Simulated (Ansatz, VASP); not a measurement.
## GaB2 in VASP and in Ansatz

File INCAR:

```
PREC = Accurate
ENCUT = 500
EDIFF = 1E-7
ISMEAR = 0
SIGMA = 0.1
LREAL = False
LASPH = True
NELM = 120
ALGO = Normal
ISIF = 3
LWAVE = False
LCHARG = False
GGA = PE
IBRION = 2
NSW = 90
EDIFFG = -0.04
GGA_COMPAT = False
NELMIN = 4
```

KPOINTS

```
regular mesh
0
Gamma
  4 4 6
```

POSCAR

```
GaB2
1.0
    3.9133987234      0.0000000000      0.0000000000
    0.0000000000      4.7762729413      0.0000000000
    0.0000000000      0.0000000000      2.9816706648
Ga B
2 4
Direct
    0.0000000000      0.0000000000      0.0000000000
    0.5000000000      0.5000000000      0.5000000000
    0.2004000000      0.3787000000      0.0000000000
    0.7996000000      0.6213000000      0.0000000000
    0.7004000000      0.1213000000      0.5000000000
    0.2996000000      0.8787000000      0.5000000000
```

Input for Ansatz:

```yaml
crystal:
  lattice:
    - [3.9133987234, 0.0, 0.0]
    - [0.0, 4.7762729413, 0.0]
    - [0.0, 0.0, 2.9816706648]
  atoms:
    - { symbol: Ga, position: [0.0, 0.0, 0.0] }
    - { symbol: Ga, position: [0.5, 0.5, 0.5] }
    - { symbol: B, position: [0.2004, 0.3787, 0.0] }
    - { symbol: B, position: [0.7996, 0.6213, 0.0] }
    - { symbol: B, position: [0.7004, 0.1213, 0.5] }
    - { symbol: B, position: [0.2996, 0.8787, 0.5] }
basis:
  ecutwfc: 420
kpoints:
  mp_grid: { grid: [4, 4, 6] }
hamiltonian:
  xc: pbe
scf:
  occupations: { method: gaussian, width: 0.1 }
  lower_state_search: "off"
output:
  forces: true
  stress: true
  eigenvalues: true
relax:
  adjacent_minimum: "off"
  f_tol: 0.04
  max_steps: 70
  cell: { stress_tol: 0.4 }
```

Alike in both runs: task relaxation of cell and atoms; functional PBE; k mesh 4 × 4 × 6; occupations gaussian, width 0.1 eV; no spin polarisation.

```csv
,VASP,Ansatz
version,VASP 6.6.1,Ansatz 0.2.0
potentials or method,"VASP PAW PBE potentials, release 64 (Ga_d, B), cutoff 500 eV","scalar-relativistic, plane waves, PAW"
valence electrons in the cell,38,38
```

VASP gave:

| Property | Result |
| --- | --- |
| gap on the k mesh at the Fermi level, each at its own relaxed structure (eV) | none |
| relaxed volume (Å³/atom) | 11.65 |
| relaxed length of the cell vector where the two differ most in proportion (Å) | 3.558 |

Problem. Estimate Ansatz's values.

Solution. gap on the k mesh at the Fermi level, each at its own relaxed structure (eV): none; relaxed volume (Å³/atom): 11.66; relaxed length of the cell vector where the two differ most in proportion (Å): 3.560.

A gap of «none» marks a metal or a gap that the smearing closes.

The k mesh is coarse, so the values compare programs but aren't converged. Noted on VASP's run: the volume moved by over 15 % at a fixed basis, so the end points are rough.
